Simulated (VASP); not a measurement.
Runs of VASP 6.6.1 on Rh. The structure is that of space group P6_3/mmc (No. 194), or close to it. The cells are those of the table. This isn't the form of Rh at room conditions, which is fcc.

```tsv
cell	gap on the mesh (eV)	pressure (GPa)
a = 2.657, b = 2.657, c = 8.667 Å, angles 90.0, 90.0, 120.0°, 4 atoms	none	(a)
a = 2.737, b = 2.737, c = 9.360 Å, angles 90.0, 90.0, 120.0°, 4 atoms	none	(b)
a = 2.710, b = 2.710, c = 8.667 Å, angles 90.0, 90.0, 120.0°, 4 atoms	none	-10.4
a = 2.631, b = 2.631, c = 9.360 Å, angles 90.0, 90.0, 120.0°, 4 atoms	none	-12.2
a = 2.657, b = 2.657, c = 9.129 Å, angles 90.0, 90.0, 120.0°, 4 atoms	none	-12.7
```

Alike in all rows: task single point; level LDA; potentials or basis VASP PAW LDA potentials, release 64 (Rh_pv); no spin polarisation; k mesh 18 × 18 × 6; cutoff (eV) 520; smearing gaussian 0.15 eV.

**Question.** Fill in the values left out.

**Answer.** (a) 0.9; (b) -29.1.

Caveats: the stress differs along the axes, from -36 to -26 GPa (at least some runs); the stress differs along the axes, from -13 to -6 GPa (at least some runs); the stress differs along the axes, from -30 to -3 GPa (at least some runs); the stress differs along the axes, from -24 to -7 GPa (at least some runs).

A k mesh can miss the band edges, and the runs leave out spin-orbit coupling on Rh.

A gap of «none» marks levels without a gap at the run's occupations.
